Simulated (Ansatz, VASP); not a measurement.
# One calculation of Hg, two programs

INCAR

```
ALGO = Normal ; EDIFF = 1E-6
ENCUT = 550 ; GGA_COMPAT = False
ISIF = 2 ; ISMEAR = 0
LASPH = True ; LCHARG = False
LREAL = False ; LWAVE = False
NBANDS = 16 ; NELM = 120
PREC = Accurate ; SIGMA = 0.01
```

File KPOINTS:

```
k-points
0
Gamma
  11 11 11
```

POSCAR

```
Hg
1.0
    1.7463233735      1.0082402698      2.1478810803
   -1.7463233735      1.0082402698      2.1478810803
    0.0000000000     -2.0164805396      2.1478810803
Hg
1
Direct
    0.0000000000      1.0000000000      0.0000000000
```

Input for Ansatz:

```yaml
crystal:
  lattice:
    - [1.7463233735, 1.0082402698, 2.1478810803]
    - [-1.7463233735, 1.0082402698, 2.1478810803]
    - [0.0, -2.0164805396, 2.1478810803]
  atoms:
    - { symbol: Hg, position: [0.0, 1.0, 0.0] }
hamiltonian:
  xc: lda
  pseudopotentials:
    kind: paw
    azcp:
      Hg: "pseudopotentials/Hg.paw.azcp"
basis:
  ecutwfc: 420
  fft_grid_basis: typed
kpoints:
  mp_grid: { grid: [11, 11, 11], shift: [0, 0, 0] }
magnetization:
  spin_polarized: false
scf:
  occupations: { method: gaussian, width: 0.01 }
  lower_state_search: "off"
output:
  stress: true
```

Alike in both runs: task single point; functional LDA; k mesh 11 × 11 × 11; occupations gaussian, width 0.01 eV; no spin polarisation.

```csv
,VASP,Ansatz
version,VASP 6.6.1,Ansatz 0.2.0
potentials or method,"VASP PAW LDA potentials, release 64 (Hg_sv_GW), cutoff 550 eV","plane waves (420 eV) with PAW, scalar-relativistic"
valence electrons in the cell,20,20
```

```tsv
	VASP	Ansatz	Ansatz less VASP
pressure (GPa)	0.2	0.2	-0.01
traceless stress, the component that is largest in VASP (GPa)	0.33	0.19	-0.147
```

Ansatz warns that its potentials were made for another functional, while VASP's fit it. LDA's correlation is that of Perdew and Zunger in VASP and of Perdew and Wang (1992) in Ansatz.

Spin-orbit coupling is off throughout.
